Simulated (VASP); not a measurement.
CdS:

```xyz
2
Lattice="0.0000 2.7268 2.6826 2.7268 0.0000 2.6826 2.7268 2.7268 0.0000" Properties=species:S:1:pos:R:3 pbc="T T T"
Cd    0.0000    0.0000    0.0000
S     2.7268    2.7268    2.6826
```

This cell differs from its parent crystal: uniaxial z strain -1.6%.

Base run:

- Program: VASP 6.6.1
- Functional: r2SCAN
- Potentials or basis: VASP PAW PBE potentials, release 64 (Cd, S)
- Cutoff: 520 eV
- k mesh: 8 × 8 × 8
- Occupations: gaussian, width 0.01 eV
- Spin: no spin polarisation

Its results: band gap on the k mesh 0.63 eV (least direct gap 2.44 eV); pressure 2.0 GPa.

Q: The run is repeated on the same cell with these changes: functional from r2SCAN to HSE06; k mesh from 8 × 8 × 8 to 6 × 6 × 6. What comes out?

A: Band gap on the k mesh 1.13 eV (least direct gap 2.84 eV); pressure 1.8 GPa.

Several settings changed at once.

Caveats: the structure was generated, so it needn't be the stable form of CdS; the PAW data sets were made with another functional, which shifts forces and pressure a little; semilocal functionals underestimate gaps, and a narrow one can read as zero (at least some runs).

A k mesh can miss the band edges.
